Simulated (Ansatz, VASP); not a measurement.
**RuCl2 in VASP and in Ansatz**

File POSCAR:

```
RuCl2
1.0
    1.7984891900      3.1150700600      0.0000000000
   -1.7984891900      3.1150700600      0.0000000000
   -1.7984891900      1.0383530200      5.8968510200
Ru Cl
1 2
Direct
    0.0000000000      0.0000000000      0.0000000000
    0.2500000000      0.5000000000      0.7500000000
    0.7500000000      0.5000000000      0.2500000000
```

INCAR.step1

```
SYSTEM = RuCl2
ALGO = Normal
EDIFF = 1E-4
ENCUT = 520
GGA = PE
ISMEAR = -1
LASPH = .True.
LCHARG = .False.
LREAL = .False.
LWAVE = .True.
NBANDS = 21
NELM = 80
PREC = Accurate
SIGMA = 0.0146
```

Contents of INCAR.step2:

```
SYSTEM = RuCl2
ALGO = Normal
EDIFF = 1E-6
ENCUT = 520
ISIF = 2
ISMEAR = -1
ISTART = 1
LASPH = .True.
LCHARG = .False.
LMIXTAU = .True.
LREAL = .False.
LWAVE = .False.
METAGGA = R2SCAN
NBANDS = 21
NELM = 80
PREC = Accurate
SIGMA = 0.0146
```

Contents of KPOINTS:

```
k-points
0
Gamma
  9 9 9
  0 0 0
```

Input for Ansatz:

```yaml
crystal:
  lattice:
    - [1.79848919, 3.11507006, 0.0]
    - [-1.79848919, 3.11507006, 0.0]
    - [-1.79848919, 1.03835302, 5.89685102]
  atoms:
    - { symbol: Ru, position: [0.0, 0.0, 0.0] }
    - { symbol: Cl, position: [0.25, 0.5, 0.75] }
    - { symbol: Cl, position: [0.75, 0.5, 0.25] }
  symmetry: { tolerance: 0.0003 }
kpoints:
  mp_grid: { grid: [9, 9, 9], shift: [0, 0, 0] }
  band_path:
    path:
      - [0.0, 0.0, 0.0]
      - [0.0, 0.0, 0.5]
      - [0.3126623, -0.3126623, 0.1873377]
      - [0.3126623, -0.3746754, -0.1873377]
      - [0.5, 0.0, 0.0]
      - [0.0, 0.0, 0.0]
      - [0.34366885, -0.34366885, -0.34366885]
      - [0.3126623, -0.34366885, 0.0]
      - [0.0, -0.5, 0.0]
      - [0.0, 0.0, 0.0]
    npoints: 6
magnetization:
  spin_polarized: false
scf:
  occupations: { method: fermi_dirac, width: 0.0146 }
  lower_state_search: "off"
  max_iter: 200
hamiltonian:
  pseudopotentials: { kind: paw }
  xc: r2scan
basis:
  ecutwfc: 500
  fft_grid_basis: typed
output:
  forces: true
  stress: true
  eigenvalues: true
  bader: true
  populations: true
  elf: true
  write_potential: true
  volumetric_format: npy
  dos:
    e_range: [-12, 8]
    de: 0.05
    projected: { site_lists: { Cl: [Cl], Ru: [Ru] } }
checkpoint:
  read: saved_state
```

Alike in both runs: task single point; functional r2SCAN; k mesh 9 × 9 × 9; occupations fermi-dirac, width 0.0146 eV; no spin polarisation.

|  | VASP | Ansatz |
| --- | --- | --- |
| version | VASP 6.6.1 | Ansatz 0.2.0 |
| potentials or method | VASP PAW PBE potentials, release 64 (Ru_pv, Cl), cutoff 520 eV | PAW plane waves |
| valence electrons in the cell | 28 | 30 |

Ansatz gave:

```
gap on the k mesh at the Fermi level (eV)                     : 1.11
pressure (GPa)                                                : -9.0
traceless stress, the component that is largest in VASP (GPa) : -2.44
rms of the force components (eV/Å)                            : 0.832
```

**Question.** Estimate VASP's values.

**Answer.** gap on the k mesh at the Fermi level (eV): 1.11; pressure (GPa): -9.0; traceless stress, the component that is largest in VASP (GPa): -2.41; rms of the force components (eV/Å): 0.818.

VASP's potentials were made for PBE, not for r2SCAN. Atom by atom the forces differ by 0.014 eV/Å (rms over components). The functional is the same, so the differences come from potentials, cutoffs and numerics. VASP's potentials hold 28 valence electrons a cell and Ansatz's 30, so a difference there can come from the potentials and not from the codes. Ansatz's warnings: structure snapped to symmetry.
